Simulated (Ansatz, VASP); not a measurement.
**Ti in VASP and in Ansatz**

Contents of INCAR:

```
SYSTEM = Ti
PREC = Accurate ; ENCUT = 520
EDIFF = 1E-6 ; ISMEAR = 0
SIGMA = 0.15 ; LREAL = .FALSE.
LASPH = .TRUE. ; NELM = 100
ALGO = Fast ; ISIF = 2
LWAVE = .FALSE. ; LCHARG = .TRUE.
GGA = PS ; LELF = .TRUE.
LVHAR = .TRUE. ; NBANDS = 32
```

Contents of KPOINTS:

```
regular mesh
0
G
  22 22 7
  0 0 0
```

POSCAR

```
Ti
1.0
   -1.6051160627      1.6051160627     -1.6051160627
   -1.6051160627     -1.6051160627      1.6051160627
    0.0000000000      6.5972409461      6.5972409461
Ti
4
Direct
    0.0000000000      0.0000000000      0.8515538943
    0.5000000000      0.5000000000      0.1216505563
    0.0000000000      0.0000000000      0.3649516690
    0.5000000000      0.5000000000      0.6082527817
```

Input for Ansatz:

```yaml
crystal:
  lattice:
    - [-1.6051160627, 1.6051160627, -1.6051160627]
    - [-1.6051160627, -1.6051160627, 1.6051160627]
    - [0.0, 6.5972409461, 6.5972409461]
  atoms:
    - { symbol: Ti, position: [0.0, 0.0, 0.8515538943] }
    - { symbol: Ti, position: [0.5, 0.5, 0.1216505563] }
    - { symbol: Ti, position: [0.0, 0.0, 0.364951669] }
    - { symbol: Ti, position: [0.5, 0.5, 0.6082527817] }
basis:
  ecutwfc: 420
kpoints:
  mp_grid: { grid: [22, 22, 7] }
hamiltonian:
  xc: pbesol
scf:
  occupations: { method: gaussian, width: 0.15 }
output:
  forces: true
  stress: true
  eigenvalues: true
```

Alike in both runs: task single point; functional PBEsol; k mesh 22 × 22 × 7; occupations gaussian, width 0.15 eV; no spin polarisation.

```csv
,VASP,Ansatz
version,VASP 6.6.1,Ansatz 0.2.0
potentials or method,"VASP PAW PBE potentials, release 64 (Ti_sv), cutoff 520 eV","scalar-relativistic, plane waves, PAW"
valence electrons in the cell,48,48
```

```tsv
	VASP	Ansatz	Ansatz less VASP
gap on the k mesh at the Fermi level (eV)	none	none	-
pressure (GPa)	-3.0	-2.6	+0.48
traceless stress, the component that is largest in VASP (GPa)	-0.58	-0.60	-0.011
rms of the force components (eV/Å)	0.110	0.111	+0.0004
```

VASP's potentials were made for PBE, not for PBEsol. Atom by atom the forces differ by 0.001 eV/Å (rms over components). A gap of «none» marks a metal or a gap that the smearing closes. The functional is the same, so the differences come from potentials, cutoffs and numerics.
